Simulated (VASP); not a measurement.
Write the native input for VASP 6.6.1 that does the following.

```yaml
Task: relaxation of cell and atoms
Functional: PBEsol
Potentials_or_basis: VASP PAW PBE potentials, release 64 (Ge_d)
Cutoff: 600 eV
k_mesh: 14 × 14 × 14
Occupations: fermi-dirac, width 0.05 eV
Spin: no spin polarisation
Dipole_correction: no
Further_INCAR_settings: ALGO = Normal; EDIFF = 1e-06; IBRION = 2; EDIFFG = -0.002; NSW = 100; ISIF = 3
```

The structure of Ge lies in POSCAR:

```
Ge
1.0
    0.0000000000      2.8289100000      2.8289100000
    2.8289100000      0.0000000000      2.8289100000
    2.8289100000      2.8289100000      0.0000000000
Ge
2
Direct
    0.5000000000      0.5000000000      0.5000000000
    0.7500000000      0.7500000000      0.7500000000
```

The input as run:

INCAR

```
SYSTEM = Ge
PREC     = Accurate       ! precision mode
ENCUT    = 600            ! plane-wave cutoff, eV
EDIFF    = 1E-6           ! SCF threshold, eV
ISMEAR   = -1             ! smearing method
SIGMA    = 0.05           ! smearing width, eV
LREAL    = .FALSE.        ! projectors in reciprocal space
LASPH    = .TRUE.         ! aspherical terms in the spheres
NELM     = 60             ! most SCF steps
ALGO     = Normal         ! electronic algorithm
ISIF     = 3              ! what is computed and relaxed
LWAVE    = .FALSE.        ! write WAVECAR
LCHARG   = .FALSE.        ! write CHGCAR
GGA      = PS             ! functional
IBRION   = 2              ! ionic algorithm
NSW      = 100            ! ionic steps
EDIFFG   = -0.002         ! ionic threshold
```

KPOINTS

```
Automatic mesh
0
G
  14 14 14
  0 0 0
```

Potentials or basis: VASP PAW PBE potentials, release 64 (Ge_d).

Command:

```console
$ cat potpaw_PBE.64/Ge_d/POTCAR > POTCAR
$ mpirun -np 1 vasp_std > vasp.out
```

Results of the run:

```json
{
  "Relaxed volume": "22.82 Å³/atom",
  "Relaxed cell": "a = 4.011 Å, b = 4.011 Å, c = 4.011 Å, α = 60.00°, β = 60.00°, γ = 60.00°",
  "Space group after relaxing (to 0.1 Å)": "Fd-3m (No. 227)",
  "Energy gained by relaxing": "0.4 meV/atom",
  "Ionic steps": "14",
  "Pressure after relaxing": "0.0 GPa",
  "Band gap on the k mesh": "zero (filled and empty bands touch)"
}
```

Caveat: semilocal functionals underestimate gaps, and a narrow one can read as zero; the PAW data sets were made with another functional, which shifts forces and pressure a little.

Wall time 3.9 min on 1 thread of Intel(R) Xeon(R) Platinum 8488C (Sapphire Rapids), on a shared host, peak memory 0.24 GiB.
